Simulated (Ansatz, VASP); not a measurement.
# GaAs: VASP beside Ansatz

File INCAR:

```
ALGO = Normal ; EDIFF = 1E-6
ENCUT = 520 ; GGA = PE
ISIF = 2 ; ISMEAR = -1
LASPH = T ; LCHARG = T
LELF = T ; LREAL = F
LVHAR = T ; LWAVE = F
NBANDS = 16 ; NELM = 100
PREC = Accurate ; SIGMA = 0.02
```

Contents of KPOINTS:

```
k-points
0
Gamma
  6 6 6
```

Contents of POSCAR:

```
GaAs
1.0
    0.0000000000      2.8268500000      2.8268500000
    2.8268500000      0.0000000000      2.8268500000
    2.8268500000      2.8268500000      0.0000000000
As Ga
1 1
Direct
    0.7500000000      0.7500000000      0.7500000000
    0.0000000000      0.0000000000      0.0000000000
```

Contents of input.yaml:

```yaml
crystal:
  lattice:
    - [0.0, 2.82685, 2.82685]
    - [2.82685, 0.0, 2.82685]
    - [2.82685, 2.82685, 0.0]
  atoms:
    - { symbol: As, position: [0.75, 0.75, 0.75] }
    - { symbol: Ga, position: [0.0, 0.0, 0.0] }
kpoints:
  mp_grid: { grid: [6, 6, 6] }
scf:
  occupations: { method: fermi_dirac, width: 0.02 }
hamiltonian:
  xc: pbe
  pseudopotentials: { kind: all_electron, lapw: { basis_error: 0.003 } }
output:
  forces: true
  stress: true
  eigenvalues: true
```

Alike in both runs: task single point; functional PBE; k mesh 6 × 6 × 6; occupations fermi-dirac, width 0.02 eV; no spin polarisation.

|  | VASP | Ansatz |
| --- | --- | --- |
| version | VASP 6.6.1 | Ansatz 0.2.0 |
| potentials or method | VASP PAW PBE potentials, release 64 (As, Ga_d), cutoff 520 eV | all-electron LAPW, scalar-relativistic |

```tsv
	VASP	Ansatz	Ansatz less VASP
gap on the k mesh at the Fermi level (eV)	0.52	0.52	0.000
least direct gap on the mesh (eV)	0.52	0.52	0.000
pressure (GPa)	3.4	3.3	-0.16
```

Ansatz ran all-electron here, and VASP with PAW potentials.
